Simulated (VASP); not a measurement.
# Rb: single point with PBEsol

Rb:

```
CELL_PARAMETERS angstrom
-4.45155 4.44884 2.40447
4.44884 -4.45155 2.40447
4.52229 4.52229 -2.40944
ATOMIC_POSITIONS crystal
Rb 0.99994 0.00006 0.00000
Rb 0.75006 0.24994 0.50000
```

```json
{"Program": "VASP 6.6.1", "Task": "single point", "Functional": "PBEsol", "Potentials or basis": "VASP PAW PBE potentials, release 64 (Rb_sv)", "Cutoff": "520 eV", "k mesh": "9 × 9 × 6", "Occupations": "fermi-dirac, width 0.1 eV", "Spin": "no spin polarisation", "Dipole correction": "no", "Further INCAR settings": "ALGO = Normal; EDIFF = 1e-06; NBANDS = 16"}
```

```
Pressure               : -0.2 GPa
Band gap on the k mesh : zero (bands 9 and 10 overlap by 1.55 eV)
```

Levels at points of the mesh, in eV from the Fermi level:
```
           k point  band 6  band 7  band 8  band 9  band 10  band 11  band 12  band 13
(0.00, 0.00, 0.00)  -13.01  -13.01  -13.01   -1.89     0.96     1.69     2.24     2.36
(0.00, 0.00, 0.50)  -13.06  -13.01  -13.01   -0.81    -0.81     2.19     2.19     2.40
```

It took 3 min on 1 thread of Intel(R) Xeon(R) 6975P-C (Granite Rapids) (shared host), peak memory 0.57 GiB.

Caveat: the PAW data sets were made with another functional, which shifts forces and pressure a little.
